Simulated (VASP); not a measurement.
# BaTiO3 (P1) in VASP: single point with PBEsol

Aim: the single point of BaTiO3 with PBEsol.

Program: VASP 6.6.1. These are calculated values, not measurements. Logs are shortened: lines on timing, memory, paths and dates and some standing lists are left out, and cuts for length are marked.

### 1 The cell of the first run

The typed cell holds 5 atoms: a = 3.990 Å, b = 4.000 Å, c = 4.039 Å, α = 89.09°, β = 90.43°, γ = 89.92°.

### 2 Single point, PBEsol

INCAR

```
PREC = Accurate ; ENCUT = 1340
EDIFF = 1E-6 ; ISMEAR = 0
SIGMA = 0.02 ; LREAL = False
LASPH = True ; NELM = 120
ALGO = Normal ; ISIF = 2
LWAVE = False ; LCHARG = False
GGA = PS ; NBANDS = 28
GGA_COMPAT = False
```

KPOINTS

```
regular mesh
0
Gamma
  2 2 2
```

POSCAR

```
BaTiO3
1.0
    2.8193782869      1.6423719920      2.2963980085
   -2.8265732902      1.6079329908      2.3294340357
   -0.0334225516     -3.2905616540      2.3412718630
Ba Ti O
1 1 3
Direct
    0.0026354493      0.0148621033      0.0353983570
    0.5181817518      0.5016307606      0.5229100921
    0.4831800789      0.4750976295      0.9688660862
    0.4779043671      0.9706272881      0.4676554668
    1.0205296430      0.4990537475      0.4955453533
```

Potentials or basis: VASP PAW PBE potentials, release 64 (Ba_sv, Ti_sv, O_h).

Launch:

```bash
$ cat potpaw_PBE.64/Ba_sv/POTCAR potpaw_PBE.64/Ti_sv/POTCAR potpaw_PBE.64/O_h/POTCAR > POTCAR
$ mpirun -np 1 vasp_std > vasp.out
```

OUTCAR:

```text
PREC = Accurate
   ENCUT = 1340
   EDIFF = 1E-6
   ISMEAR = 0
   LREAL = False
   LASPH = True
   NELM = 120
   ISIF = 2
   GGA = PS

 ion  position               nearest neighbor table
   1  0.003  0.015  0.035-   4 2.57   3 2.67   5 2.71   4 2.74   5 2.76   3 2.78   5 2.89   3 2.90
                             4 2.99   3 3.01   5 3.03   4 3.10   2 3.40   2 3.41   2 3.43   2 3.46
   2  0.518  0.502  0.523-   3 1.81   4 1.89   5 1.99   5 2.01   4 2.15   1 3.40   1 3.41   1 3.43
                             1 3.46   1 3.48   1 3.50   1 3.51   1 3.59
   3  0.483  0.475  0.969-   2 1.81   1 2.67   1 2.78   1 2.90   1 3.01
   4  0.478  0.971  0.468-   2 1.89   2 2.15   1 2.57   1 2.74   1 2.99   1 3.10
   5  0.021  0.499  0.496-   2 1.99   2 2.01   1 2.71   1 2.76   1 2.89   1 3.03

  LATTYP: Found a triclinic cell.
 ALAT       =     6.9673386052
 B/A-ratio  =     1.2818474955
 C/A-ratio  =     0.5796505879
 COS(alpha) =     0.0003653220
 COS(beta)  =     0.5844568925
 COS(gamma) =     0.7700462139

  Lattice vectors:

 A1 = (   0.0406175549,   0.0402566712,  -6.9671039072)
 A2 = (  -2.8121832836,  -4.8926769748,  -6.9222300527)
 A3 = (   0.0334225516,   3.2905616540,  -2.3412718630)

Analysis of symmetry for initial positions (statically):
=====================================================================
 Subroutine PRICEL returns:
 Original cell was already a primitive cell.

 Routine SETGRP: Setting up the symmetry group for a
 triclinic supercell.

 Subroutine GETGRP returns: Found  1 space group operations
 (whereof  1 operations were pure point group operations)
 out of a pool of  2 trial point group operations.

The static configuration has the point symmetry C_1 .

Analysis of symmetry for dynamics (positions and initial velocities):
=====================================================================
 Subroutine PRICEL returns:
 Original cell was already a primitive cell.

 Routine SETGRP: Setting up the symmetry group for a
 triclinic supercell.

 Subroutine GETGRP returns: Found  1 space group operations
 (whereof  1 operations were pure point group operations)
 out of a pool of  2 trial point group operations.

The dynamic configuration has the point symmetry C_1 .

 Subroutine INISYM returns: Found  1 space group operations
 (whereof  1 operations are pure point group operations),
 and found     1 'primitive' translations

----------------------------------------------------------------------------------------

                                     Primitive cell

  volume of cell :      64.4480

  direct lattice vectors                    reciprocal lattice vectors
     2.819378287  1.642371992  2.296398009     0.177348406  0.101475892  0.145151924
    -2.826573290  1.607932991  2.329434036    -0.176912768  0.103613454  0.143098967
    -0.033422552 -3.290561654  2.341271863     0.002069002 -0.202620530  0.142372961

  length of vectors
     3.989952819  4.000153496  4.038621919     0.250636979  0.250022378  0.247647773

  position of ions in fractional coordinates (direct lattice)
     0.002635449  0.014862103  0.035398357
     0.518181752  0.501630761  0.522910092
     0.483180079  0.475097629  0.968866086
     0.477904367  0.970627288  0.467655467
     0.020529643  0.499053747  0.495545353

  ion indices of the primitive-cell ions
   primitive index   ion index
                 1           1
                 2           2
                 3           3
                 4           4
                 5           5

----------------------------------------------------------------------------------------

 KPOINTS: regular mesh

Automatic generation of k-mesh.
 Grid dimensions read from file:
 generate k-points for:    2    2    2

 Generating k-lattice:

  Cartesian coordinates                     Fractional coordinates (reciprocal lattice)
     0.088674203  0.050737946  0.072575962     0.500000000  0.000000000  0.000000000
    -0.088456384  0.051806727  0.071549483     0.000000000  0.500000000  0.000000000
     0.001034501 -0.101310265  0.071186480    -0.000000000  0.000000000  0.500000000

  Length of vectors
     0.125318489  0.125011189  0.123823887

  Shift w.r.t. Gamma in fractional coordinates (k-lattice)
     0.000000000  0.000000000  0.000000000

 Subroutine IBZKPT returns following result:
 ===========================================

 Found      8 irreducible k-points:

 Following reciprocal coordinates:
            Coordinates               Weight
  0.000000  0.000000  0.000000      1.000000
  0.500000  0.000000  0.000000      1.000000
  0.000000  0.500000  0.000000      1.000000
  0.500000  0.500000  0.000000      1.000000
  0.000000  0.000000  0.500000      1.000000
  0.500000  0.000000  0.500000      1.000000
  0.000000  0.500000  0.500000      1.000000
  0.500000  0.500000  0.500000      1.000000
   k-points           NKPTS =      8   k-points in BZ     NKDIM =      8   number of bands    NBANDS=     28
   number of dos      NEDOS =    301   number of ions     NIONS =      5
   total plane-waves  NPLWV = 110592
   dimension x,y,z NGX =    48 NGY =   48 NGZ =   48
   dimension x,y,z NGXF=    96 NGYF=   96 NGZF=   96
   ions per type =               1   1   3
   NGX,Y,Z   is equivalent  to a cutoff of  20.00, 19.95, 19.76 a.u.
   NGXF,Y,Z  is equivalent  to a cutoff of  40.00, 39.90, 39.52 a.u.
 SYSTEM =  unknown system
   PREC   = accura    normal or accurate (medium, high low for compatibility)
   ISTART =      0    job   : 0-new  1-cont  2-samecut
   ICHARG =      2    charge: 1-file 2-atom 10-const
   ISPIN  =      1    spin polarized calculation?
   LNONCOLLINEAR =      F non collinear calculations
   LSORBIT =      F    spin-orbit coupling
   LASPH  =      T    aspherical Exc in radial PAW
   ENCUT  = 1340.0 eV  98.49 Ry    9.92 a.u.  11.91 11.94 12.05*2*pi/ulx,y,z
   NELM   =    120;   NELMIN=  2; NELMDL= -5     # of ELM steps
   EDIFF  = 0.1E-05   stopping-criterion for ELM
   LREAL  =      F    real-space projection
   EDIFFG = 0.1E-04   stopping-criterion for IOM
   NSW    =      0    number of steps for IOM
   IBRION =     -1    ionic relax: 0-MD 1-quasi-New 2-CG
   NFREE  =      0    steps in history (QN), initial steepest desc. (CG)
   ISIF   =      2    stress and relaxation
   ISYM   =      2    0-nonsym 1-usesym 2-fastsym
   POTIM  = 0.5000    time-step for ionic-motion
   TEBEG  =    0.0;   TEEND  =   0.0 temperature during run
   PSTRESS=    0.0 pullay stress
   NELECT =      40.0000    total number of electrons
   NUPDOWN=      -1.0000    fix difference up-down
   EMIN   =  10.00;   EMAX   =-10.00  energy-range for DOS
   EFERMI =   0.00;   METHOD = LEGACY
   ISMEAR =     0;   SIGMA  =   0.02  broadening in eV -4-tet -1-fermi 0-gaus
   EFERMI_NEDOS =   21; number of points for ismear=-14 and -15
   IALGO  =     38    algorithm
   IMIX   =      4    mixing-type and parameters
     AMIX     =   0.40;   BMIX     =  1.00
     AMIX_MAG =   1.60;   BMIX_MAG =  1.00
  volume/ion in A,a.u.               =      12.89        86.98
  Fermi-wavevector in a.u.,A,eV,Ry     =   1.396449  2.638905 26.532295  1.950069
  Thomas-Fermi vector in A             =   2.519802
   LORBIT       =      0    0 simple, 1 ext, 2 COOP (PROOUT), +10 PAW based schemes
   GGA     = PS    functional components
   LHFCALC =     F    Hartree Fock is set to
   AEXX    =    0.0000 exact exchange contribution
   IVDW    =     0    specifies the selected vdW correction
   LEPSILON=     F    determine dielectric tensor
   LRPA    =     F    only Hartree local field effects (RPA)
 non-spin polarized calculation
 Gauss-broadening in eV      SIGMA  =   0.02
  energy-cutoff  :     1340.00
  volume of cell :       64.45
 maximum number of plane-waves:      7194
 NGX is ok and might be reduce to    48
   NGX = 23   NGY = 23   NGZ = 25

 number of electron      40.0000000 magnetization

 Free energy of the ion-electron system (eV)
  ---------------------------------------------------
  ext. energy  EPLUGINS =         0.00000000
  ---------------------------------------------------
  free energy    TOTEN  =       -41.38126792 eV

  energy without entropy =      -41.38126792  energy(sigma->0) =      -41.38126792

 E-fermi :   4.1733     XC(G=0): -11.4634

 val. band max:        4.0737394135   @ k =   0.5000   0.5000   0.5000
 cond. band min:       6.0532267199   @ k =   0.0000   0.0000   0.0000
 fundamental gap:      1.9794873063
 Fermi energy:         4.1732879306

 k-point     1 :       0.0000    0.0000    0.0000
  band No.  band energies     occupation
      1     -52.1836      2.00000
      2     -28.5962      2.00000
      3     -28.5446      2.00000
      4     -28.5117      2.00000
      5     -20.7497      2.00000
      6     -12.7741      2.00000
[... 20 lines left out ...]
     27       9.2065      0.00000
     28      10.9321      0.00000

 k-point     2 :       0.5000    0.0000    0.0000
  band No.  band energies     occupation
      1     -52.1825      2.00000
      2     -28.5968      2.00000
      3     -28.5683      2.00000
      4     -28.5383      2.00000
      5     -20.6171      2.00000
      6     -13.0857      2.00000
[... 20 lines left out ...]
     27      11.3487      0.00000
     28      12.2323      0.00000

 k-point     3 :       0.0000    0.5000    0.0000
  band No.  band energies     occupation
      1     -52.1826      2.00000
      2     -28.6001      2.00000
      3     -28.5894      2.00000
      4     -28.5106      2.00000
      5     -20.6258      2.00000
      6     -13.0003      2.00000
[... 20 lines left out ...]
     27      11.4839      0.00000
     28      12.4097      0.00000

 k-point     4 :       0.5000    0.5000    0.0000
  band No.  band energies     occupation
      1     -52.1815      2.00000
      2     -28.5971      2.00000
      3     -28.5912      2.00000
      4     -28.5598      2.00000
      5     -20.5380      2.00000
      6     -12.5208      2.00000
[... 20 lines left out ...]
     27      11.9861      0.00000
     28      13.5787      0.00000

 k-point     5 :       0.0000    0.0000    0.5000
  band No.  band energies     occupation
      1     -52.1827      2.00000
      2     -28.6434      2.00000
      3     -28.5429      2.00000
      4     -28.5103      2.00000
      5     -20.6353      2.00000
      6     -12.9708      2.00000
[... 20 lines left out ...]
     27      11.5414      0.00000
     28      12.2594      0.00000

 k-point     6 :       0.5000    0.0000    0.5000
  band No.  band energies     occupation
      1     -52.1816      2.00000
      2     -28.6403      2.00000
      3     -28.5672      2.00000
      4     -28.5371      2.00000
      5     -20.5463      2.00000
      6     -12.5245      2.00000
[... 20 lines left out ...]
     27      12.0743      0.00000
     28      13.6091      0.00000

 k-point     7 :       0.0000    0.5000    0.5000
  band No.  band energies     occupation
      1     -52.1817      2.00000
      2     -28.6398      2.00000
      3     -28.5920      2.00000
      4     -28.5093      2.00000
      5     -20.5553      2.00000
      6     -12.3058      2.00000
[... 20 lines left out ...]
     27      12.1908      0.00000
     28      13.3958      0.00000

 k-point     8 :       0.5000    0.5000    0.5000
  band No.  band energies     occupation
      1     -52.1806      2.00000
      2     -28.6378      2.00000
      3     -28.5908      2.00000
      4     -28.5604      2.00000
      5     -20.4751      2.00000
      6     -12.0557      2.00000
[... 20 lines left out ...]
     27      11.8363      0.00000
     28      12.1566      0.00000

------------------------ aborting loop because EDIFF is reached ----------------------------------------

  FORCE on cell =-STRESS in cart. coord.  units (eV):
  Direction    XX          YY          ZZ          XY          YZ          ZX
  --------------------------------------------------------------------------------------
  -------------------------------------------------------------------------------------
  Total        0.3193414      1.3275222      1.7559492     -0.5749441     -0.7188907      0.9205685
  in kB        7.9388251     33.0021897     43.6528822    -14.2931041    -17.8716173     22.8853257
  external PRESSURE =      28.1979657 kB  Pullay stress =       0.0000000 kB

 VOLUME and BASIS-vectors are now :
 -----------------------------------------------------------------------------
  energy-cutoff  :     1340.00
  volume of cell :       64.45
      direct lattice vectors                 reciprocal lattice vectors
     2.819378287  1.642371992  2.296398009     0.177348406  0.101475892  0.145151924
    -2.826573290  1.607932991  2.329434036    -0.176912768  0.103613454  0.143098967
    -0.033422552 -3.290561654  2.341271863     0.002069002 -0.202620530  0.142372961

 POSITION                                       TOTAL-FORCE (eV/Angst)
 -----------------------------------------------------------------------------------
     -0.03576     -0.08825      0.12355         0.347741      0.387710     -0.672163
      0.02558     -0.06303      3.58274        -0.535710     -0.571990      1.830906
     -0.01301     -1.63063      4.48466         0.467458      0.318518      0.137562
     -1.41179      0.80675      4.45338         0.481391      0.267887      0.456319
     -1.36929     -0.79446      2.36986        -0.760879     -0.402126     -1.752624
 -----------------------------------------------------------------------------------
    total drift:                               -0.000123      0.000462     -0.000846

  FREE ENERGIE OF THE ION-ELECTRON SYSTEM (eV)
  ---------------------------------------------------
  free  energy   TOTEN  =       -41.3812679168 eV

  energy  without entropy=      -41.3812679168  energy(sigma->0) =      -41.38126792
```

Run time: 69 s. Hardware: 1 thread of Intel Xeon Platinum 8375C at 2.90GHz (Ice Lake), shared host; peak memory 0.36 GiB.

Results:

```yaml
Free_energy: -41.3813 eV
Pressure: 2.8 GPa
Largest_force: 1.992 eV/Å
Band_gap_on_the_k_mesh: 1.98 eV (least direct gap 2.35 eV)
```

Forces on the atoms (eV/Å):
```
Ba   0.348  0.388 -0.672
Ti  -0.536 -0.572  1.831
O    0.467  0.319  0.138
O    0.481  0.268  0.456
O   -0.761 -0.402 -1.753
```

Stress tensor (GPa, compression positive):
```
 0.79 -1.43  2.29
-1.43  3.30 -1.79
 2.29 -1.79  4.37
```

Caveat: the k points lie up to 0.79 Å⁻¹ apart; the PAW data sets were made with another functional, which shifts forces and pressure a little; spin-orbit coupling is left out, which moves the levels of the heavy elements. A k mesh can miss the band edges.
